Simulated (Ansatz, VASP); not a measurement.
## One calculation of I, two programs

```xyz
4
Lattice="3.5887 -2.1413 0.0000 3.5887 2.1413 0.0000 0.0000 0.0000 9.6272" Properties=species:S:1:pos:R:3 pbc="T T T"
I     3.5887   -1.3937    1.1859
I     3.5887   -0.7476    5.9995
I     3.5887    1.3937    8.4413
I     3.5887    0.7476    3.6277
```

Alike in both runs: task single point; functional LDA; k mesh 9 × 9 × 4; occupations fermi-dirac, width 0.05 eV; no spin polarisation.

|  | VASP | Ansatz |
| --- | --- | --- |
| version | VASP 6.6.1 | Ansatz 0.2.0 |
| potentials or method | VASP PAW LDA potentials, release 64 (I), cutoff 520 eV | plane waves (420 eV) with PAW, scalar-relativistic |
| valence electrons in the cell | 28 | 68 |

VASP gave:

```
pressure (GPa)                                                : 0.0
traceless stress, the component that is largest in VASP (GPa) : -0.11
```

Q: Which values does Ansatz return?

A: Pressure (GPa): 0.0; traceless stress, the component that is largest in VASP (GPa): -0.12.

Ansatz warns that its potentials were made for another functional, while VASP's fit it. LDA's correlation is that of Perdew and Zunger in VASP and of Perdew and Wang (1992) in Ansatz. VASP's potentials hold 28 valence electrons a cell and Ansatz's 68, so a difference there can come from the potentials and not from the codes.

Spin-orbit coupling is off throughout.
